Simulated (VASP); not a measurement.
Write the native input for VASP 6.6.1 that does the following.

```
Task                   : single point
Functional             : r2SCAN
Potentials or basis    : VASP PAW PBE potentials, release 64 (Ba_sv, Te)
Cutoff                 : 520 eV
k mesh                 : 4 × 4 × 4
Occupations            : gaussian, width 0.01 eV
Spin                   : no spin polarisation
Dipole correction      : no
Further INCAR settings : ALGO = Normal; EDIFF = 1e-07; NBANDS = 15
```

The system is BaTe.

```
Ba Te
1.0
     0.00000    3.91416    3.91416
     3.91416    0.00000    3.91416
     3.91416    3.91416    0.00000
Ba Te
1 1
Cartesian
  0.0000 0.0000 0.0000
  1.9571 1.9571 1.9571
```

One way to write it, as run:

POSCAR

```
BaTe
1.0
    0.0000000000      3.9141586629      3.9141586629
    3.9141586629      0.0000000000      3.9141586629
    3.9141586629      3.9141586629      0.0000000000
Ba Te
1 1
Direct
    0.0000000000      0.0000000000      0.0000000000
    0.2500000000      0.2500000000      0.2500000000
```

INCAR.step1

```
PREC     = Accurate       # precision mode
ENCUT    = 520            # plane-wave cutoff, eV
ISMEAR   = 0              # smearing method
SIGMA    = 0.01           # smearing width, eV
LREAL    = False          # projectors in reciprocal space
LASPH    = True           # aspherical terms in the spheres
NELM     = 100            # most SCF steps
NBANDS   = 15             # bands
GGA      = PE             # functional
ALGO     = Normal         # electronic algorithm
EDIFF    = 1E-4           # SCF threshold, eV
LWAVE    = True           # write WAVECAR
LCHARG   = False          # write CHGCAR
```

INCAR.step2

```
PREC     = Accurate       # precision mode
ENCUT    = 520            # plane-wave cutoff, eV
EDIFF    = 1E-7           # SCF threshold, eV
ISMEAR   = 0              # smearing method
SIGMA    = 0.01           # smearing width, eV
LREAL    = False          # projectors in reciprocal space
LASPH    = True           # aspherical terms in the spheres
NELM     = 100            # most SCF steps
ALGO     = Normal         # electronic algorithm
ISIF     = 2              # what is computed and relaxed
LWAVE    = False          # write WAVECAR
LCHARG   = True           # write CHGCAR
METAGGA  = R2SCAN         # meta-GGA
LMIXTAU  = True         
LELF     = True           # ELF
LVHAR    = True         
NBANDS   = 15             # bands
ISTART   = 1
```

KPOINTS

```
Automatic mesh
0
Gamma
  4 4 4
```

Potentials or basis: VASP PAW PBE potentials, release 64 (Ba_sv, Te).

The run is started by

```sh
$ cat potpaw_PBE.64/Ba_sv/POTCAR potpaw_PBE.64/Te/POTCAR > POTCAR
$ cp INCAR.step1 INCAR
$ mpirun -np 1 vasp_std > vasp.out
$ cp INCAR.step2 INCAR
$ mpirun -np 1 vasp_std > vasp.out
```

Results of the run:

```json
{"Pressure": "0.2 GPa", "Band gap on the k mesh": "2.95 eV, indirect (least direct gap 3.19 eV)"}
```

Caveat: the PAW data sets were made with another functional, which shifts forces and pressure a little; spin-orbit coupling is left out, which moves the levels of the heavy elements.

It took 49 s on 1 thread of Intel(R) Xeon(R) Platinum 8481C CPU @ 2.70GHz (Sapphire Rapids), on a shared host, peak memory 0.28 GiB.
